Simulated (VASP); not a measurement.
# ZnS (P2_1) in VASP: single point with PBE

Aim: the single point of ZnS with PBE.

All numbers are computed with VASP 6.6.1; they aren't measurements. Logs are shortened: lines on timing, memory, paths and dates and some standing lists are left out, and cuts for length are marked.

### 1 The cell of the first run

It takes space group P2_1 (No. 4, monoclinic). Conventional cell: a = 3.811 Å, b = 6.234 Å, c = 3.811 Å, α = 90.00°, β = 120.00°, γ = 90.00°. Zn (site symmetry 1) has 4 S at 2.28 to 2.45 Å within 3.0 Å. S (site symmetry 1) has 4 Zn at 2.28 to 2.45 Å within 3.0 Å.

### 2 Single point, PBE (atoms displaced along a vibrational mode)

INCAR

```
ALGO = Normal
EDIFF = 1E-6
ENCUT = 520
GGA = PE
ISIF = 2
ISMEAR = 0
LASPH = T
LCHARG = T
LELF = T
LREAL = F
LVHAR = T
LWAVE = F
NBANDS = 26
NELM = 60
PREC = Accurate
SIGMA = 0.05
```

KPOINTS

```
k-points
0
Gamma
  12 12 6
```

POSCAR

```
ZnS
1.0
    3.8109987816      0.0000000000      0.0000000000
   -1.9054993908      3.3004217586      0.0000000000
    0.0000000000      0.0000000000      6.2340000000
Zn S
2 2
Direct
    0.2565081431      0.6104267241      0.0000000000
    0.7434918569      0.3895732759      0.5000000000
    0.3986159375      0.7144568498      0.3850000000
    0.6013840625      0.2855431502      0.8850000000
```

Potentials or basis: VASP PAW PBE potentials, release 64 (Zn, S).

Command:

```
$ cat potpaw_PBE.64/Zn/POTCAR potpaw_PBE.64/S/POTCAR > POTCAR
$ mpirun -np 1 vasp_std > vasp.out
```

OUTCAR:

```text
EDIFF = 1E-6
   ENCUT = 520
   GGA = PE
   ISIF = 2
   ISMEAR = 0
   LASPH = T
   LREAL = F
   NELM = 60
   PREC = Accurate

 ion  position               nearest neighbor table
   1  0.257  0.610  0.000-   4 2.28   4 2.32   4 2.34   3 2.45
   2  0.743  0.390  0.500-   3 2.28   3 2.32   3 2.34   4 2.45
   3  0.399  0.714  0.385-   2 2.28   2 2.32   2 2.34   1 2.45
   4  0.601  0.286  0.885-   1 2.28   1 2.32   1 2.34   2 2.45

  LATTYP: Found a hexagonal cell.
 ALAT       =     3.8109987816
 C/A-ratio  =     1.6357916539

  Lattice vectors:

 A1 = (   3.8109987816,   0.0000000000,   0.0000000000)
 A2 = (  -1.9054993908,   3.3004217586,   0.0000000000)
 A3 = (   0.0000000000,   0.0000000000,   6.2340000000)

Analysis of symmetry for initial positions (statically):
=====================================================================
 Subroutine PRICEL returns:
 Original cell was already a primitive cell.

 Routine SETGRP: Setting up the symmetry group for a
 hexagonal supercell.

 Subroutine GETGRP returns: Found  2 space group operations
 (whereof  1 operations were pure point group operations)
 out of a pool of 24 trial point group operations.

The static configuration has the point symmetry C_1 .
 The point group associated with its full space group is C_2 .

Analysis of symmetry for dynamics (positions and initial velocities):
=====================================================================
 Subroutine PRICEL returns:
 Original cell was already a primitive cell.

 Routine SETGRP: Setting up the symmetry group for a
 hexagonal supercell.

 Subroutine GETGRP returns: Found  2 space group operations
 (whereof  1 operations were pure point group operations)
 out of a pool of 24 trial point group operations.

The dynamic configuration has the point symmetry C_1 .
 The point group associated with its full space group is C_2 .

 Subroutine INISYM returns: Found  2 space group operations
 (whereof  1 operations are pure point group operations),
 and found     1 'primitive' translations

----------------------------------------------------------------------------------------

                                     Primitive cell

  volume of cell :      78.4106

  direct lattice vectors                    reciprocal lattice vectors
     3.810998782  0.000000000  0.000000000     0.262398405  0.151495789  0.000000000
[... 82 lines left out ...]
   ISTART =      0    job   : 0-new  1-cont  2-samecut
   ICHARG =      2    charge: 1-file 2-atom 10-const
   ISPIN  =      1    spin polarized calculation?
   LNONCOLLINEAR =      F non collinear calculations
   LSORBIT =      F    spin-orbit coupling
   LASPH  =      T    aspherical Exc in radial PAW
   ENCUT  =  520.0 eV  38.22 Ry    6.18 a.u.   7.09  7.09 11.59*2*pi/ulx,y,z
   NELM   =     60;   NELMIN=  2; NELMDL= -5     # of ELM steps
   EDIFF  = 0.1E-05   stopping-criterion for ELM
   LREAL  =      F    real-space projection
   EDIFFG = 0.1E-04   stopping-criterion for IOM
   NSW    =      0    number of steps for IOM
   IBRION =     -1    ionic relax: 0-MD 1-quasi-New 2-CG
   NFREE  =      0    steps in history (QN), initial steepest desc. (CG)
   ISIF   =      2    stress and relaxation
   ISYM   =      2    0-nonsym 1-usesym 2-fastsym
   POTIM  = 0.5000    time-step for ionic-motion
   TEBEG  =    0.0;   TEEND  =   0.0 temperature during run
   PSTRESS=    0.0 pullay stress
   NELECT =      36.0000    total number of electrons
   NUPDOWN=      -1.0000    fix difference up-down
   EMIN   =  10.00;   EMAX   =-10.00  energy-range for DOS
   EFERMI =   0.00;   METHOD = LEGACY
   ISMEAR =     0;   SIGMA  =   0.05  broadening in eV -4-tet -1-fermi 0-gaus
   EFERMI_NEDOS =   21; number of points for ismear=-14 and -15
   IALGO  =     38    algorithm
   IMIX   =      4    mixing-type and parameters
     AMIX     =   0.40;   BMIX     =  1.00
     AMIX_MAG =   1.60;   BMIX_MAG =  1.00
  volume/ion in A,a.u.               =      19.60       132.29
  Fermi-wavevector in a.u.,A,eV,Ry     =   1.262944  2.386617 21.701656  1.595027
  Thomas-Fermi vector in A             =   2.396326
   LORBIT       =      0    0 simple, 1 ext, 2 COOP (PROOUT), +10 PAW based schemes
   GGA     = PE    functional components
   LHFCALC =     F    Hartree Fock is set to
   AEXX    =    0.0000 exact exchange contribution
   IVDW    =     0    specifies the selected vdW correction
   LEPSILON=     F    determine dielectric tensor
   LRPA    =     F    only Hartree local field effects (RPA)
 non-spin polarized calculation
 Gauss-broadening in eV      SIGMA  =   0.05
  energy-cutoff  :      520.00
  volume of cell :       78.41
 maximum number of plane-waves:      2133
   NGX = 15   NGY = 15   NGZ = 23

 number of electron      35.9999987 magnetization

 Free energy of the ion-electron system (eV)
  ---------------------------------------------------
  ext. energy  EPLUGINS =         0.00000000
  ---------------------------------------------------
  free energy    TOTEN  =       -13.52783191 eV

  energy without entropy =      -13.52783191  energy(sigma->0) =      -13.52783191

 E-fermi :   2.4533     XC(G=0):  -9.6728

 val. band max:        2.2306560295   @ k =   0.0000   0.0000   0.0000
 cond. band min:       4.3097198972   @ k =   0.0000   0.0000   0.0000
 fundamental gap:      2.0790638677
 Fermi energy:         2.4532810605

 k-point     1 :       0.0000    0.0000    0.0000
  band No.  band energies     occupation
      1     -11.0033      2.00000
      2     -10.0692      2.00000
      3      -4.2627      2.00000
      4      -4.2129      2.00000
      5      -4.1675      2.00000
      6      -4.1578      2.00000
[... 685 lines left out ...]
     25      10.4482      0.00000
     26      10.7234      0.00000

 [... further k-points ...]
[... 5 lines left out ...]
  --------------------------------------------------------------------------------------
  -------------------------------------------------------------------------------------
  Total        1.2917691      1.5547975      0.1624527     -0.2670021      0.0000000      0.0000000
  in kB       26.3949251     31.7694257      3.3194223     -5.4556959      0.0000000      0.0000000
  external PRESSURE =      20.4945911 kB  Pullay stress =       0.0000000 kB

 VOLUME and BASIS-vectors are now :
 -----------------------------------------------------------------------------
  energy-cutoff  :      520.00
  volume of cell :       78.41
      direct lattice vectors                 reciprocal lattice vectors
     3.810998782  0.000000000  0.000000000     0.262398405  0.151495789  0.000000000
    -1.905499391  3.300421759  0.000000000     0.000000000  0.302991579  0.000000000
     0.000000000  0.000000000  6.234000000     0.000000000  0.000000000  0.160410651

 POSITION                                       TOTAL-FORCE (eV/Angst)
 -----------------------------------------------------------------------------------
     -0.18562      2.01467      0.00000         0.298966      0.252412      0.400612
      2.09111      1.28576      3.11700        -0.298966     -0.252412      0.400612
      0.15773      2.35801      2.40009        -0.069099     -0.108867     -0.400612
      1.74777      0.94241      5.51709         0.069099      0.108867     -0.400612
 -----------------------------------------------------------------------------------
    total drift:                               -0.000000     -0.000000      0.000374

  FREE ENERGIE OF THE ION-ELECTRON SYSTEM (eV)
  ---------------------------------------------------
  free  energy   TOTEN  =       -13.5278319148 eV

  energy  without entropy=      -13.5278319148  energy(sigma->0) =      -13.52783191
```

Wall time 11 min (1 thread of Intel Xeon 8259CL, shared host); peak memory 0.57 GiB.

What came out:

- Free energy: -13.5278 eV
- Pressure: 2.0 GPa
- Largest force: 0.560 eV/Å
- Band gap on the k mesh: 2.08 eV

Forces in eV/Å, atoms in the order of the input:
```
Zn   0.299  0.252  0.401
Zn  -0.299 -0.252  0.401
S   -0.069 -0.109 -0.401
S    0.069  0.109 -0.401
```

Stress tensor (GPa, compression positive):
```
 2.64 -0.55  0.00
-0.55  3.18  0.00
 0.00  0.00  0.33
```

Levels at points of the mesh, in eV from the valence-band top:
```
           k point  band 16  band 17  band 18  band 19  band 20  band 21
(0.00, 0.00, 0.00)    -0.28    -0.01     0.00     2.08     3.00     5.84
(0.50, 0.00, 0.00)    -2.26    -1.30    -1.05     3.43     3.74     4.39
(0.00, 0.50, 0.00)    -2.26    -1.72    -1.14     3.47     4.26     5.99
(0.50, 0.50, 0.00)    -2.19    -1.57    -1.20     3.63     4.08     5.44
(0.00, 0.00, 0.50)    -0.58    -0.45    -0.45     3.40     3.40     6.34
(0.50, 0.00, 0.50)    -1.81    -1.66    -1.66     3.90     3.90     4.90
(0.00, 0.50, 0.50)    -1.82    -1.29    -1.29     3.21     3.21     5.08
(0.50, 0.50, 0.50)    -1.89    -1.33    -1.33     3.29     3.29     5.14
```

Caveat: the cell differs from its parent crystal (atoms displaced along a vibrational mode). A k mesh can miss the band edges.
